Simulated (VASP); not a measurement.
# O2 in VASP: relaxation of the atoms with LDA

Aim: the relaxation of the atoms of O2 with LDA.

Everything below comes from runs of VASP 6.6.1. Logs are shortened: lines on timing, memory, paths and dates and some standing lists are left out, and cuts for length are marked.

### 1 The cell of the first run

The cell holds a molecule in a box, 2 atoms: a = 9.000 Å, b = 9.500 Å, c = 10.000 Å, α = 90.00°, β = 90.00°, γ = 90.00°.

### 2 Relaxation of the atoms, LDA, collinear spin, ferromagnetic start

Input file INCAR:

```
SYSTEM = O
PREC     = Accurate       ! precision mode
ENCUT    = 520            ! plane-wave cutoff, eV
EDIFF    = 1E-6           ! SCF threshold, eV
ISMEAR   = -1             ! smearing method
SIGMA    = 0.02           ! smearing width, eV
LREAL    = .False.        ! projectors in reciprocal space
LASPH    = .True.         ! aspherical terms in the spheres
NELM     = 150            ! most SCF steps
ALGO     = Normal         ! electronic algorithm
ISIF     = 2              ! what is computed and relaxed
LWAVE    = .False.        ! write WAVECAR
LCHARG   = .False.        ! write CHGCAR
ISPIN    = 2              ! spin polarisation
MAGMOM   = 1 1            ! initial moments
LORBIT   = 11             ! projections on sites
GGA      = CA             ! functional
IBRION   = 2              ! ionic algorithm
NSW      = 80             ! ionic steps
EDIFFG   = -0.03          ! ionic threshold
```

Input file KPOINTS:

```
Automatic mesh
0
Gamma
  1 1 1
  0 0 0
```

Input file POSCAR:

```
O
1.0
    9.0000000000      0.0000000000      0.0000000000
    0.0000000000      9.5000000000      0.0000000000
    0.0000000000      0.0000000000     10.0000000000
O
2
Direct
    0.5000000000      0.5000000000      0.4385000000
    0.5000000000      0.5000000000      0.5615000000
```

Potentials or basis: VASP PAW LDA potentials, release 64 (O).

On the command line:

```bash
$ cat potpaw_LDA.64/O/POTCAR > POTCAR
$ mpirun -np 1 vasp_gam > vasp.out
```

OUTCAR:

```text
SYSTEM = O
   PREC = Accurate
   ENCUT = 520
   EDIFF = 1E-6
   ISMEAR = -1
   LREAL = .False.
   LASPH = .True.
   NELM = 150
   ISIF = 2
   ISPIN = 2
   LORBIT = 11
   GGA = CA
   IBRION = 2
   NSW = 80
   EDIFFG = -0.03

 ion  position               nearest neighbor table
   1  0.500  0.500  0.438-   2 1.23
   2  0.500  0.500  0.562-   1 1.23

  LATTYP: Found a simple orthorhombic cell.
 ALAT       =     9.0000000000
 B/A-ratio  =     1.0555555556
 C/A-ratio  =     1.1111111111

  Lattice vectors:

 A1 = (   9.0000000000,   0.0000000000,   0.0000000000)
 A2 = (   0.0000000000,   9.5000000000,   0.0000000000)
 A3 = (   0.0000000000,   0.0000000000,  10.0000000000)

Analysis of symmetry for initial positions (statically):
=====================================================================
 Subroutine PRICEL returns:
 Original cell was already a primitive cell.

 Routine SETGRP: Setting up the symmetry group for a
 simple orthorhombic supercell.

 Subroutine GETGRP returns: Found  8 space group operations
 (whereof  8 operations were pure point group operations)
 out of a pool of  8 trial point group operations.

The static configuration has the point symmetry D_2h.

Analysis of symmetry for dynamics (positions and initial velocities):
=====================================================================
 Subroutine PRICEL returns:
 Original cell was already a primitive cell.

 Routine SETGRP: Setting up the symmetry group for a
 simple orthorhombic supercell.

 Subroutine GETGRP returns: Found  8 space group operations
 (whereof  8 operations were pure point group operations)
 out of a pool of  8 trial point group operations.

The dynamic configuration has the point symmetry D_2h.

Analysis of structural, dynamic, and magnetic symmetry:
=====================================================================
 Subroutine PRICEL returns:
 Original cell was already a primitive cell.

 Routine SETGRP: Setting up the symmetry group for a
 simple orthorhombic supercell.

 Subroutine GETGRP returns: Found  8 space group operations
 (whereof  8 operations were pure point group operations)
 out of a pool of  8 trial point group operations.

The overall configuration has the point symmetry D_2h.

 Subroutine INISYM returns: Found  8 space group operations
 (whereof  8 operations are pure point group operations),
 and found     1 'primitive' translations

----------------------------------------------------------------------------------------

                                     Primitive cell

  volume of cell :     855.0000

  direct lattice vectors                    reciprocal lattice vectors
     9.000000000  0.000000000  0.000000000     0.111111111  0.000000000  0.000000000
     0.000000000  9.500000000  0.000000000     0.000000000  0.105263158  0.000000000
     0.000000000  0.000000000 10.000000000     0.000000000  0.000000000  0.100000000

  length of vectors
     9.000000000  9.500000000 10.000000000     0.111111111  0.105263158  0.100000000

  position of ions in fractional coordinates (direct lattice)
     0.500000000  0.500000000  0.438500000
     0.500000000  0.500000000  0.561500000

  ion indices of the primitive-cell ions
   primitive index   ion index
                 1           1
                 2           2

----------------------------------------------------------------------------------------

 KPOINTS: Automatic mesh

Automatic generation of k-mesh.
 Grid dimensions read from file:
 generate k-points for:    1    1    1

 Generating k-lattice:

  Cartesian coordinates                     Fractional coordinates (reciprocal lattice)
     0.111111111  0.000000000  0.000000000     1.000000000  0.000000000  0.000000000
     0.000000000  0.105263158  0.000000000     0.000000000  1.000000000  0.000000000
     0.000000000  0.000000000  0.100000000     0.000000000  0.000000000  1.000000000

  Length of vectors
     0.111111111  0.105263158  0.100000000

  Shift w.r.t. Gamma in fractional coordinates (k-lattice)
     0.000000000  0.000000000  0.000000000

 Subroutine IBZKPT returns following result:
 ===========================================

 Found      1 irreducible k-points:

 Following reciprocal coordinates:
            Coordinates               Weight
  0.000000  0.000000  0.000000      1.000000
   k-points           NKPTS =      1   k-points in BZ     NKDIM =      1   number of bands    NBANDS=     11
   number of dos      NEDOS =    301   number of ions     NIONS =      2
   total plane-waves  NPLWV = 403200
   dimension x,y,z NGX =    70 NGY =   72 NGZ =   80
   dimension x,y,z NGXF=   140 NGYF=  144 NGZF=  160
   ions per type =               2
   NGX,Y,Z   is equivalent  to a cutoff of  12.93, 12.60, 13.30 a.u.
   NGXF,Y,Z  is equivalent  to a cutoff of  25.86, 25.20, 26.60 a.u.
 SYSTEM =  O
   PREC   = accura    normal or accurate (medium, high low for compatibility)
   ISTART =      0    job   : 0-new  1-cont  2-samecut
   ICHARG =      2    charge: 1-file 2-atom 10-const
   ISPIN  =      2    spin polarized calculation?
   LNONCOLLINEAR =      F non collinear calculations
   LSORBIT =      F    spin-orbit coupling
   LASPH  =      T    aspherical Exc in radial PAW
   ENCUT  =  520.0 eV  38.22 Ry    6.18 a.u.  16.73 17.66 18.59*2*pi/ulx,y,z
   NELM   =    150;   NELMIN=  2; NELMDL= -5     # of ELM steps
   EDIFF  = 0.1E-05   stopping-criterion for ELM
   LREAL  =      F    real-space projection
   EDIFFG = -.3E-01   stopping-criterion for IOM
   NSW    =     80    number of steps for IOM
   IBRION =      2    ionic relax: 0-MD 1-quasi-New 2-CG
   NFREE  =      1    steps in history (QN), initial steepest desc. (CG)
   ISIF   =      2    stress and relaxation
   ISYM   =      2    0-nonsym 1-usesym 2-fastsym
   POTIM  = 0.5000    time-step for ionic-motion
   TEBEG  =    0.0;   TEEND  =   0.0 temperature during run
   PSTRESS=    0.0 pullay stress
   NELECT =      12.0000    total number of electrons
   NUPDOWN=      -1.0000    fix difference up-down
   EMIN   =  10.00;   EMAX   =-10.00  energy-range for DOS
   EFERMI =   0.00;   METHOD = LEGACY
   ISMEAR =    -1;   SIGMA  =   0.02  broadening in eV -4-tet -1-fermi 0-gaus
   EFERMI_NEDOS =   21; number of points for ismear=-14 and -15
   IALGO  =     38    algorithm
   IMIX   =      4    mixing-type and parameters
     AMIX     =   0.40;   BMIX     =  1.00
     AMIX_MAG =   1.60;   BMIX_MAG =  1.00
  volume/ion in A,a.u.               =     427.50      2884.91
  Fermi-wavevector in a.u.,A,eV,Ry     =   0.394893  0.746240  2.121703  0.155941
  Thomas-Fermi vector in A             =   1.339966
   LORBIT       =     11    0 simple, 1 ext, 2 COOP (PROOUT), +10 PAW based schemes
   GGA     = CA    functional components
   LHFCALC =     F    Hartree Fock is set to
   AEXX    =    0.0000 exact exchange contribution
   IVDW    =     0    specifies the selected vdW correction
   LEPSILON=     F    determine dielectric tensor
   LRPA    =     F    only Hartree local field effects (RPA)
 conjugate gradient relaxation of ions
 spin polarized calculation
  energy-cutoff  :      520.00
  volume of cell :      855.00
 maximum number of plane-waves:     11510
 NGX is ok and might be reduce to    70
   NGX = 33   NGY = 35   NGZ = 37

--------------------------------------- Ionic step        1  -------------------------------------------

 number of electron      12.0000001 magnetization       2.0000001

 Free energy of the ion-electron system (eV)
  ---------------------------------------------------
  ext. energy  EPLUGINS =         0.00000000
  ---------------------------------------------------
  free energy    TOTEN  =       -10.47304070 eV

  energy without entropy =      -10.47304070  energy(sigma->0) =      -10.47304070

------------------------ aborting loop because EDIFF is reached ----------------------------------------

  FORCE on cell =-STRESS in cart. coord.  units (eV):
  Direction    XX          YY          ZZ          XY          YZ          ZX
  --------------------------------------------------------------------------------------
  -------------------------------------------------------------------------------------
  Total       -0.0645245     -0.0644819     -0.9053443     -0.0000000      0.0000000      0.0000000
  in kB       -0.1209120     -0.1208321     -1.6965171     -0.0000000      0.0000000      0.0000000
  external PRESSURE =      -0.6460871 kB  Pullay stress =       0.0000000 kB
[... 57 lines left out ...]
  energy  without entropy=      -10.3338897299  energy(sigma->0) =      -10.33388973

--------------------------------------- Ionic step        3  -------------------------------------------

 number of electron      12.0000002 magnetization       2.0000001

 Free energy of the ion-electron system (eV)
  ---------------------------------------------------
  ext. energy  EPLUGINS =         0.00000000
  ---------------------------------------------------
  free energy    TOTEN  =       -10.47611602 eV

  energy without entropy =      -10.47611602  energy(sigma->0) =      -10.47611602

 E-fermi :  -6.2762     XC(G=0):  -0.6388

 val. band max:       -6.8472104879   @ k =   0.0000   0.0000   0.0000
 cond. band min:      -4.8819022566   @ k =   0.0000   0.0000   0.0000
 fundamental gap:      1.9653082313
 Fermi energy:        -6.2761885851

 spin component 1

 k-point     1 :       0.0000    0.0000    0.0000
  band No.  band energies     occupation
      1     -32.6867      1.00000
      2     -20.2012      1.00000
      3     -13.5840      1.00000
      4     -13.4524      1.00000
      5     -13.4523      1.00000
      6      -6.8472      1.00000
      7      -6.8472      1.00000
      8      -0.2401      0.00000
      9       0.9513      0.00000
     10       1.2499      0.00000
     11       1.3353      0.00000
 Fermi energy:        -6.2761885851

 spin component 2

 k-point     1 :       0.0000    0.0000    0.0000
  band No.  band energies     occupation
      1     -31.4598      1.00000
      2     -18.5786      1.00000
      3     -12.4968      1.00000
      4     -11.8062      1.00000
      5     -11.8062      1.00000
      6      -4.8819      0.00000
      7      -4.8819      0.00000
      8      -0.1961      0.00000
      9       1.0967      0.00000
     10       1.2860      0.00000
     11       1.3863      0.00000
[... 27 lines left out ...]
  FREE ENERGIE OF THE ION-ELECTRON SYSTEM (eV)
  ---------------------------------------------------
  free  energy   TOTEN  =       -10.4761160157 eV

  energy  without entropy=      -10.4761160157  energy(sigma->0) =      -10.47611602

 reached required accuracy - stopping structural energy minimisation

 total charge

# of ion       s       p       d       tot
------------------------------------------
    1        1.602   3.289   0.000   4.890
    2        1.602   3.289   0.000   4.890
--------------------------------------------------
tot          3.203   6.578   0.000   9.781

 magnetization (x)

# of ion       s       p       d       tot
------------------------------------------
    1        0.008   0.799   0.000   0.806
    2        0.008   0.799   0.000   0.806
--------------------------------------------------
tot          0.016   1.597   0.000   1.613
```

Run time: 2.2 min. Hardware: 1 thread of AMD EPYC 7R13, shared host; peak memory 0.6 GiB.

Results:

* Free energy: -10.4761 eV
* Energy gained by relaxing: 1.5 meV/atom
* Ionic steps: 3
* Largest force after relaxing: 0.009 eV/Å
* Gap between the frontier levels: 1.97 eV
* Net moment: 2.00 μB per cell
* Site moments: O +0.81 μB
* Valence electrons inside the program's atomic spheres: O 4.89

Forces in eV/Å, atoms in the order of the input:
```
O    0.000  0.000 -0.009
O    0.000  0.000  0.009
```

The path:
| step | energy change (eV) | largest force (eV/Å) | pressure (GPa) |
| --- | --- | --- | --- |
| 1 | 0.0000 | 0.6764 | -0.06 |
| 2 | 0.1392 | 5.4266 | 0.38 |
| 3 | -0.0031 | 0.0087 | -0.01 |

Final structure:
```xyz
2
Lattice="9.0000 0.0000 0.0000 0.0000 9.5000 0.0000 0.0000 0.0000 10.0000" Properties=species:S:1:pos:R:3 pbc="T T T"
O     4.5000    4.7500    4.3896
O     4.5000    4.7500    5.6104
```

Levels at points of the mesh, in eV from the valence-band top:
Spin up:
```
           k point  band 3  band 4  band 5  band 6  band 7  band 8  band 9  band 10  band 11
(0.00, 0.00, 0.00)   -6.74   -6.61   -6.61    0.00    0.00    6.61    7.80     8.10     8.18
```
Spin down:
| k point | band 2 | band 3 | band 4 | band 5 | band 6 | band 7 | band 8 | band 9 |
| --- | --- | --- | --- | --- | --- | --- | --- | --- |
| (0.00, 0.00, 0.00) | -11.73 | -5.65 | -4.96 | -4.96 | 1.97 | 1.97 | 6.65 | 7.94 |

Caveat: the standard files for N, O and F lose accuracy on very short bonds.
